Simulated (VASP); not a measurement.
The system is MgS.

```
Mg S
1.0
     0.00000    2.83087    2.83087
     2.83087    0.00000    2.83087
     2.83087    2.83087    0.00000
Mg S
1 1
Direct
  0.00000 0.00000 0.00000
  0.75000 0.75000 0.75000
```

Base run:

```yaml
Program: VASP 6.6.1
Functional: r2SCAN
Potentials_or_basis: VASP PAW PBE potentials, release 64 (Mg, S)
Cutoff: 520 eV
k_mesh: 8 × 8 × 8
Occupations: gaussian, width 0.01 eV
Spin: no spin polarisation
```

Its results: band gap on the k mesh 4.13 eV, direct; pressure -0.3 GPa.

Problem. The run is repeated on the same cell with these changes: functional from r2SCAN to PBE; further incar settings from ALGO = Normal; EDIFF = 1e-06; NBANDS = 11 to ALGO = Normal; EDIFF = 1e-07; NBANDS = 11. What comes out?

Solution. Band gap on the k mesh 3.46 eV, direct; pressure 0.9 GPa.

Caveats: the PAW data sets were made with another functional, which shifts forces and pressure a little (some runs).

A k mesh can miss the band edges.
